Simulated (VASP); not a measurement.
TiAl3F:

```
CELL_PARAMETERS angstrom
4.13449 0.00000 0.00000
0.00000 4.13449 0.00000
0.00000 0.00000 4.13449
ATOMIC_POSITIONS crystal
Ti 0.00000 0.00000 0.00000
Al 0.00000 0.50000 0.50000
Al 0.50000 0.00000 0.50000
Al 0.50000 0.50000 0.00000
F 0.50000 0.50000 0.50000
```

The cell was generated, and may not be a known phase.

| Item | Value |
| --- | --- |
| Program | VASP 6.6.1 |
| Task | relaxation of cell and atoms |
| Functional | PBE |
| Potentials or basis | VASP PAW PBE potentials, release 64 (Ti_sv, Al, F) |
| Cutoff | 600 eV |
| k mesh | 4 × 4 × 4 |
| Occupations | gaussian, width 0.1 eV |
| Spin | collinear spin |
| Starting moments | [1.0, 0.0, 0.0, 0.0, 0.0] μB |

At the start: pressure 8.4 GPa; volume 14.13 Å³/atom.

Question: Where does the relaxation end?

Answer: Over 3 steps the energy falls by 31.9 meV/atom and the volume is 15.43 Å³/atom (+9.2 %); space group Pm-3m (No. 221, to 0.1 Å) before and after; moment 0.00 μB per cell.

Step by step:
```tsv
step	energy change (eV)	largest force (eV/Å)	pressure (GPa)	volume (Å³)
1	0.0000	0.0000	8.41	70.67
2	-0.1541	0.0000	-1.35	78.53
3	-0.1597	0.0000	0.05	77.17
```

Final structure:
```xyz
5
Lattice="4.2575 0.0000 0.0000 0.0000 4.2575 0.0000 0.0000 0.0000 4.2575" Properties=species:S:1:pos:R:3 pbc="T T T"
Ti    0.0000    0.0000    0.0000
Al    0.0000    2.1287    2.1287
Al    2.1287    0.0000    2.1287
Al    2.1287    2.1287    0.0000
F     2.1287    2.1287    2.1287
```

Caveat: the k points lie up to 0.37 Å⁻¹ apart in the final cell.
